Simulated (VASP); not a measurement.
YTl3Pb, 5 atoms in the cell. It takes space group Pm-3m (No. 221, cubic). The conventional cell has a = 5.856 Å, b = 5.856 Å, c = 5.856 Å, α = 90.00°, β = 90.00°, γ = 90.00°. Within 5.4 Å of Y (site symmetry m-3m) lie 12 Tl at 4.14 Å and 8 Pb at 5.07 Å. Within 3.9 Å of Tl (site symmetry 4/mmm) lie 2 Pb at 2.93 Å. Pb (site symmetry m-3m) has 6 Tl at 2.93 Å within 3.9 Å. 

| Item | Value |
| --- | --- |
| Program | VASP 6.6.1 |
| Task | single point |
| Functional | PBE |
| Potentials or basis | VASP PAW PBE potentials, release 64 (Y_sv, Tl_d, Pb_d) |
| Cutoff | 520 eV |
| k mesh | 4 × 4 × 4 |
| Occupations | gaussian, width 0.1 eV |
| Spin | no spin polarisation |
| Dipole correction | no |
| Further INCAR settings | ALGO = Fast; EDIFF = 1e-06; NBANDS = 40 |

Potentials or basis: VASP PAW PBE potentials, release 64 (Y_sv, Tl_d, Pb_d).

The run is started by

```sh
$ cat potpaw_PBE.64/Y_sv/POTCAR potpaw_PBE.64/Tl_d/POTCAR potpaw_PBE.64/Pb_d/POTCAR > POTCAR
$ mpirun -np 1 vasp_std > vasp.out
```

Hardware: 1 thread of Oxide Virtual Turin-like Processor, on a shared host.

Question: Estimate the wall time of this run.

Answer: Run time: 6.3 min on 1 thread of Oxide Virtual Turin-like Processor, on a shared host, peak memory 0.34 GiB. Counts: scf iterations 33, k points 10.
